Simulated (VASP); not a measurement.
Runs of VASP 6.6.1 on C. The structure is that of space group R-3m (No. 166), or close to it. The cells are those of the table. 

```tsv
cell	gap on the mesh (eV)	pressure (GPa)	largest force (eV/Å)
a = 10.349 Å, angles 13.5°, 10 atoms	4.80	28.2	0.21
a = 9.847 Å, angles 14.5°, 10 atoms	(a)	(b)	0.63
a = 10.853 Å, angles 12.5°, 10 atoms	2.83	35.7	0.30
a = 10.100 Å, angles 14.2°, 10 atoms	(c)	14.6	0.22
a = 10.599 Å, angles 12.8°, 10 atoms	3.59	47.7	0.46
```

Alike in all rows: task single point; level LDA; potentials or basis VASP PAW LDA potentials, release 64 (C); no spin polarisation; k mesh 12 × 12 × 12; cutoff (eV) 520; smearing gaussian 0.05 eV.

Question: Estimate the missing entries.

Answer: (a) 4.01; (b) 30.2; (c) 4.34.

Caveats: the cell stands under pressure.

A k mesh can miss the band edges.
